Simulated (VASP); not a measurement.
Fe:

```
CELL_PARAMETERS angstrom
0.00000 1.82778 1.82778
1.82778 0.00000 1.82778
1.82778 1.82778 0.00000
ATOMIC_POSITIONS crystal
Fe 0.00000 0.00000 0.00000
```

Base run:

* Program: VASP 6.6.1
* Functional: PBE
* Potentials or basis: VASP PAW PBE potentials, release 64 (Fe)
* Cutoff: 520 eV
* k mesh: 17 × 17 × 17
* Occupations: fermi-dirac, width 0.03 eV
* Spin: collinear spin, ferromagnetic start
* Starting moments: [3.0] μB

Its results: pressure -2.0 GPa; net moment 2.62 μB per cell; site moments Fe +2.62 μB.

Task: The run is repeated on the same cell with these changes: functional from PBE to r2SCAN. What comes out?

Result: Pressure -0.8 GPa; net moment 2.84 μB per cell; site moments Fe +2.89 μB.

Caveats: the PAW data sets were made with another functional, which shifts forces and pressure a little (some runs).
